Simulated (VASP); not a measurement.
Crystal: TiSe.

```xyz
2
Lattice="3.3015 0.0000 0.0000 0.0000 3.3015 0.0000 0.0000 0.0000 3.3015" Properties=species:S:1:pos:R:3 pbc="T T T"
Ti    0.0000    0.0000    0.0000
Se    1.6507    1.6507    1.6507
```

The cell was generated, and may not be a known phase.

```yaml
Program: VASP 6.6.1
Task: relaxation of cell and atoms
Functional: PBE
Potentials_or_basis: VASP PAW PBE potentials, release 64 (Ti_sv, Se)
Cutoff: 600 eV
k_mesh: 6 × 6 × 6
Occupations: gaussian, width 0.1 eV
Spin: collinear spin
Starting_moments: "[1.0, 0.0] μB"
```

At the start: pressure -8.4 GPa; volume 17.99 Å³/atom.

Where does the relaxation end?

Over 3 steps the energy falls by 43.3 meV/atom and the volume is 16.48 Å³/atom (-8.4 %); space group Pm-3m (No. 221, to 0.1 Å) before and after; moment 0.00 μB per cell.

Step by step:
| step | energy change (eV) | largest force (eV/Å) | pressure (GPa) | volume (Å³) |
| --- | --- | --- | --- | --- |
| 1 | 0.0000 | 0.0000 | -8.43 | 35.99 |
| 2 | -0.0527 | 0.0000 | 6.81 | 31.28 |
| 3 | -0.0866 | 0.0000 | 0.01 | 32.96 |

Final structure:
```
Ti Se
1.0
     3.20620    0.00000    0.00000
     0.00000    3.20620    0.00000
     0.00000    0.00000    3.20620
Ti Se
1 1
Cartesian
  0.0000 0.0000 0.0000
  1.6031 1.6031 1.6031
```
